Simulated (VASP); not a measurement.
Input of a VASP 6.6.1 run:

The input INCAR:

```
  PREC = Accurate
  ENCUT = 520
  EDIFF = 1E-8
  ISMEAR = -1
  SIGMA = 0.05
  LREAL = False
  LASPH = True
  NELM = 80
  ALGO = Normal
  ISIF = 2
  LWAVE = False
  LCHARG = False
  GGA = PS
  LEFG = True
  NBANDS = 16
```

Contents of KPOINTS:

```
Automatic mesh
0
Gamma
  12 12 12
```

The input POSCAR:

```
AlRu
1.0
    2.9916000000      0.0000000000      0.0000000000
    0.0000000000      2.9916000000      0.0000000000
    0.0000000000      0.0000000000      2.9916000000
Al Ru
1 1
Direct
    0.0000000000      0.0000000000      0.0000000000
    0.5000000000      0.5000000000      0.5000000000
```

Potentials or basis: VASP PAW PBE potentials, release 64 (Al, Ru_pv).

Launch:

```console
$ cat potpaw_PBE.64/Al/POTCAR potpaw_PBE.64/Ru_pv/POTCAR > POTCAR
$ mpirun -np 1 vasp_std > vasp.out
```

Problem. Estimate the pressure.

Solution. -3.3 GPa.

Caveat: without QUAD_EFG the Cq values of the log hold for a quadrupole moment of 1 mb, not for the nuclei; the PAW data sets were made with another functional, which shifts forces and pressure a little.
